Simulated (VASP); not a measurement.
# C: single point with PBEsol

The system is C.

```
C
1.0
     0.00000    1.77687    1.77687
     1.77687    0.00000    1.77687
     1.77687    1.77687    0.00000
C
2
Direct
  0.00000 0.00000 0.00000
  0.25000 0.25000 0.25000
```

```json
{
 "Program": "VASP 6.6.1",
 "Task": "single point",
 "Functional": "PBEsol",
 "Potentials or basis": "VASP PAW PBE potentials, release 64 (C)",
 "Cutoff": "600 eV",
 "k mesh": "10 × 10 × 10",
 "Occupations": "gaussian, width 0.02 eV",
 "Spin": "no spin polarisation",
 "Dipole correction": "no",
 "Further INCAR settings": "ALGO = Normal; EDIFF = 1e-06; NBANDS = 11"
}
```

- Pressure: 0.5 GPa
- Band gap on the k mesh: 4.06 eV, indirect (least direct gap 5.57 eV)

Levels at points of the mesh, in eV from the valence-band top:
```tsv
k point	band 1	band 2	band 3	band 4	band 5	band 6	band 7	band 8
(0.00, 0.00, 0.00)	-21.67	0.00	0.00	0.00	5.57	5.57	5.57	13.62
(0.50, 0.00, 0.00)	-15.77	-13.59	-2.84	-2.84	8.43	8.43	8.99	15.59
(0.50, 0.50, 0.00)	-12.85	-12.85	-6.40	-6.40	4.62	4.62	16.95	16.95
```

It used 6.4 s of CPU time on 1 thread of AMD EPYC 7R13 Processor (Zen 3) (shared host).

Caveat: the PAW data sets were made with another functional, which shifts forces and pressure a little. A k mesh can miss the band edges.
